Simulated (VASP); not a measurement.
Here is a VASP 6.6.1 calculation.

INCAR

```
  ALGO = Normal
  EDIFF = 1E-8
  ENCUT = 520
  GGA = PS
  ISIF = 2
  ISMEAR = -1
  LASPH = T
  LCHARG = F
  LEFG = T
  LREAL = F
  LWAVE = F
  NBANDS = 15
  NELM = 60
  PREC = Accurate
  SIGMA = 0.01
```

File KPOINTS:

```
k-points
0
Gamma
  8 8 8
```

File POSCAR:

```
KI
1.0
   -0.0704910000      3.4893045000      3.4893045000
    3.4893045000     -0.0704910000      3.4893045000
    3.4893045000      3.4893045000     -0.0704910000
K I
1 1
Direct
    0.0000000000      0.0000000000      0.0000000000
    0.5000000000      0.5000000000      0.5000000000
```

Potentials or basis: VASP PAW PBE potentials, release 64 (K_sv, I).

Launch:

```sh
$ cat potpaw_PBE.64/K_sv/POTCAR potpaw_PBE.64/I/POTCAR > POTCAR
$ mpirun -np 1 vasp_std > vasp.out
```

Question: What does it give for the pressure?

Answer: -0.2 GPa.

Question: What does it give for the band gap on the k mesh?

Answer: 3.77 eV, direct.

Electric field gradients, principal values (V/Å²):
```tsv
atom	least	middle	greatest (by size)
1 K	-0.673	-0.673	1.346
2 I	4.878	4.878	-9.756
```

Caveat: the cell differs from its parent crystal (equal xy, yz and zx shear strains of -2 %); without QUAD_EFG the Cq values of the log hold for a quadrupole moment of 1 mb, not for the nuclei; the PAW data sets were made with another functional, which shifts forces and pressure a little; spin-orbit coupling is left out, which moves the levels of the heavy elements. A k mesh can miss the band edges.
